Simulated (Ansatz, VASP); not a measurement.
One calculation of Sn2Se3S, two programs

```xyz
6
Lattice="-3.7960 0.0000 0.0000 0.0000 0.0000 -6.4351 0.0000 -6.5749 0.0000" Properties=species:S:1:pos:R:3 pbc="T T T"
Sn   -1.8980   -3.2874    0.0000
Sn    0.0000    0.0000    0.0000
Se    0.0000   -4.3832   -4.9251
Se   -1.8980   -1.0958   -4.9251
Se   -1.8980   -5.4791   -1.5100
S     0.0000   -2.1916   -1.5100
```

Alike in both runs: task relaxation of cell and atoms; functional PBEsol; k mesh 6 × 4 × 4; occupations gaussian, width 0.1 eV; no spin polarisation.

|  | VASP | Ansatz |
| --- | --- | --- |
| version | VASP 6.6.1 | Ansatz 0.2.0 |
| potentials or method | VASP PAW PBE potentials, release 64 (Sn_d, Se, S), cutoff 500 eV | scalar-relativistic, plane waves, PAW |
| valence electrons in the cell | 52 | 82 |

VASP gave:

```
gap on the k mesh at the Fermi level, each at its own relaxed structure (eV) : 0.67
relaxed volume (Å³/atom)                                                     : 25.32
relaxed cell length with the largest relative difference (Å)                 : 6.145
```

Problem. Estimate Ansatz's values.

Solution. gap on the k mesh at the Fermi level, each at its own relaxed structure (eV): 0.68; relaxed volume (Å³/atom): 25.51; relaxed cell length with the largest relative difference (Å): 6.217.

VASP's potentials were made for PBE, not for PBEsol. VASP's potentials hold 52 valence electrons a cell and Ansatz's 82, so a difference there can come from the potentials and not from the codes.
